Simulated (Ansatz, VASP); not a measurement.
# Zn in VASP and in Ansatz

File INCAR:

```
PREC = Accurate
ENCUT = 520
EDIFF = 1E-6
ISMEAR = 0
SIGMA = 0.1
LREAL = F
LASPH = T
NELM = 60
ALGO = Fast
ISIF = 2
LWAVE = F
LCHARG = F
GGA = PE
NBANDS = 25
```

Contents of KPOINTS:

```
Automatic mesh
0
Gamma
  14 14 6
```

Contents of POSCAR:

```
Zn
1.0
    3.2284165117     -1.7422315515      0.0014005240
    3.2284165117      1.7422315515      0.0014005240
   -2.1550137597      0.0000000000      7.8611953898
Zn
3
Direct
    0.7711332994      0.7711332994      0.3280095155
    0.2288667006      0.2288667006      0.6719904845
    0.0000000000      0.0000000000      0.0000000000
```

Input for Ansatz:

```yaml
crystal:
  lattice:
    - [3.2284165117, -1.7422315515, 0.001400524]
    - [3.2284165117, 1.7422315515, 0.001400524]
    - [-2.1550137597, 0.0, 7.8611953898]
  atoms:
    - { symbol: Zn, position: [0.7711332994, 0.7711332994, 0.3280095155] }
    - { symbol: Zn, position: [0.2288667006, 0.2288667006, 0.6719904845] }
    - { symbol: Zn, position: [0.0, 0.0, 0.0] }
basis:
  ecutwfc: 420
kpoints:
  mp_grid: { grid: [14, 14, 6] }
hamiltonian:
  xc: pbe
scf:
  occupations: { method: gaussian, width: 0.1 }
output:
  forces: true
  stress: true
  eigenvalues: true
```

Alike in both runs: task single point; functional PBE; k mesh 14 × 14 × 6; occupations gaussian, width 0.1 eV; no spin polarisation.

|  | VASP | Ansatz |
| --- | --- | --- |
| version | VASP 6.6.1 | Ansatz 0.2.0 |
| potentials or method | VASP PAW PBE potentials, release 64 (Zn), cutoff 520 eV | scalar-relativistic, plane waves, PAW |
| valence electrons in the cell | 36 | 36 |

|  | VASP | Ansatz | Ansatz less VASP |
| --- | --- | --- | --- |
| gap on the k mesh at the Fermi level (eV) | none | none | - |
| pressure (GPa) | -5.1 | -5.0 | +0.10 |
| traceless stress, the component that is largest in VASP (GPa) | -0.48 | -0.49 | -0.005 |
| rms of the force components (eV/Å) | 0.010 | 0.010 | +0.0001 |

Atom by atom the forces differ by 0.000 eV/Å (rms over components). A gap of «none» marks a metal or a gap that the smearing closes. With one functional, cell and mesh, what is left measures potentials, basis and numerics.
